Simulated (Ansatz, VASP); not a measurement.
## Two plane-wave programs on Mn

```
Mn
1.0
     0.00000    1.95192    1.95192
     1.95192    0.00000    1.95192
     1.95192    1.95192    0.00000
Mn
1
Direct
  0.00000 0.00000 0.00000
```

Alike in both runs: task single point; functional r2SCAN; k mesh 15 × 15 × 15; occupations fermi-dirac, width 0.05 eV; collinear spin.

|  | VASP | Ansatz |
| --- | --- | --- |
| version | VASP 6.6.1 | Ansatz 0.2.0 |
| potentials or method | VASP PAW PBE potentials, release 64 (Mn_pv), cutoff 520 eV | plane waves (500 eV) with PAW, scalar-relativistic |
| valence electrons in the cell | 13 | 15 |

Ansatz gave:

| Quantity | Value |
| --- | --- |
| pressure (GPa) | 2.4 |
| net moment per atom (μB) | 3.74 |
| size of the moment on the site where the two differ most (μB) | 3.71 |

Problem. Estimate VASP's values.

Solution. Pressure (GPa): 2.7; net moment per atom (μB): 3.74; size of the moment on the site where the two differ most (μB): 3.68.

VASP's potentials were made for PBE, not for r2SCAN. Site moments also hang on the region over which each program counts them. VASP's potentials hold 13 valence electrons a cell and Ansatz's 15, so a difference there can come from the potentials and not from the codes. Ansatz's warnings: stability check not made.
